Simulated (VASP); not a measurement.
Runs of VASP 6.6.1 on Pd. The structure is that of space group Im-3m (No. 229), or close to it. The cells are those of the table. 

```tsv
cell	gap on the mesh (eV)	pressure (GPa)	moment (μB)
a = 2.842 Å, angles 109.5°, 1 atom	none	-12.5	0.00
a = 2.700 Å, angles 109.5°, 1 atom	none	6.5	0.00
a = 2.737 Å, angles 109.5°, 1 atom	none	(a)	0.00
a = 2.808 Å, angles 109.5°, 1 atom	none	(b)	0.00
a = 2.773 Å, angles 109.5°, 1 atom	none	-5.5	0.00
```

Alike in all rows: task single point; level revPBE; potentials or basis VASP PAW PBE potentials, release 64 (Pd); spin collinear, ferromagnetic start; k mesh 16 × 16 × 16; cutoff (eV) 520; smearing fermi-dirac 0.05 eV.

**Question.** Estimate the missing entries.

**Answer.** (a) -0.3; (b) -9.5.

Caveats: the PAW data sets were made with another functional, which shifts forces and pressure a little.

A k mesh can miss the band edges, and the runs leave out spin-orbit coupling on Pd.

A gap of «none» marks levels without a gap at the run's occupations.
